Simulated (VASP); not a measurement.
A run of VASP 6.6.1:

Contents of INCAR:

```
SYSTEM = ZrTeBr
PREC = Accurate ; ENCUT = 520
EDIFF = 1E-7 ; ISMEAR = 0
SIGMA = 0.1 ; LREAL = .False.
LASPH = .True. ; NELM = 60
ALGO = Normal ; ISIF = 2
LWAVE = .False. ; LCHARG = .True.
GGA = PE ; LELF = .True.
LVHAR = .True. ; NBANDS = 20
```

KPOINTS

```
Automatic mesh
0
Gamma
  12 12 12
  0 0 0
```

Contents of POSCAR:

```
ZrTeBr
1.0
    5.0039313087      0.0000000000      0.0000000000
   -2.5019656543      4.3335316322      0.0000000000
    0.0000000000      0.0000000000      3.6695302109
Zr Te Br
1 1 1
Direct
    0.0000000000      0.0000000000      0.5000000000
    0.3333333333      0.6666666667      0.5000000000
    0.6666666667      0.3333333333      0.0000000000
```

Potentials or basis: VASP PAW PBE potentials, release 64 (Zr_sv, Te, Br).

Launch:

```console
$ cat potpaw_PBE.64/Zr_sv/POTCAR potpaw_PBE.64/Te/POTCAR potpaw_PBE.64/Br/POTCAR > POTCAR
$ mpirun -np 1 vasp_std > vasp.out
```

Hardware: 1 thread of Intel(R) Xeon(R) Platinum 8375C CPU @ 2.90GHz (Ice Lake) (shared host).

Problem. Estimate the wall time of this run.

Solution. It took 2.5 min on 1 thread of Intel(R) Xeon(R) Platinum 8375C CPU @ 2.90GHz (Ice Lake), with other jobs on the host, peak memory 0.38 GiB. Counts: scf iterations 13, k points 133.
